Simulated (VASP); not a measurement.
# Mg3Sb2: single point with r2SCAN

Mg3Sb2:

```
CELL_PARAMETERS angstrom
4.56967 0.00000 0.00000
-2.28483 3.95745 0.00000
0.00000 0.00000 7.24000
ATOMIC_POSITIONS crystal
Mg 0.33333 0.66667 0.63366
Mg 0.66667 0.33333 0.36634
Mg 0.00000 0.00000 0.00000
Sb 0.33333 0.66667 0.22875
Sb 0.66667 0.33333 0.77125
```

```
Program             : VASP 6.6.1
Task                : single point
Functional          : r2SCAN
Potentials or basis : VASP PAW PBE potentials, release 64 (Mg, Sb)
Cutoff              : 660 eV
k mesh              : 6 × 6 × 4
Occupations         : fermi-dirac, width 0.02 eV
Spin                : no spin polarisation
```

```json
{"Pressure": "0.0 GPa", "Largest force": "0.016 eV/Å", "Band gap on the k mesh": "0.56 eV (least direct gap 1.75 eV)"}
```

Forces on the atoms (eV/Å):
```
Mg   0.000  0.000 -0.003
Mg   0.000  0.000  0.003
Mg   0.000  0.000  0.000
Sb   0.000  0.000 -0.016
Sb   0.000  0.000  0.016
```

Levels at points of the mesh, in eV from the valence-band top:
```tsv
k point	band 5	band 6	band 7	band 8	band 9	band 10	band 11	band 12
(0.00, 0.00, 0.00)	-1.16	-0.42	-0.42	0.00	1.76	1.78	3.41	3.41
(0.50, 0.00, 0.00)	-3.33	-2.40	-2.20	-0.96	0.79	2.43	2.46	3.15
(0.00, 0.00, 0.50)	-0.84	-0.84	-0.76	-0.76	2.28	2.46	3.06	3.06
(0.50, 0.00, 0.50)	-1.91	-1.74	-1.69	-1.58	0.87	1.67	2.15	2.58
```

Run time: 5.6 min on 1 thread of Intel Xeon 8259CL, on a shared host, peak memory 0.38 GiB.

Caveat: the PAW data sets were made with another functional, which shifts forces and pressure a little; spin-orbit coupling is left out, which moves the levels of the heavy elements. A k mesh can miss the band edges.
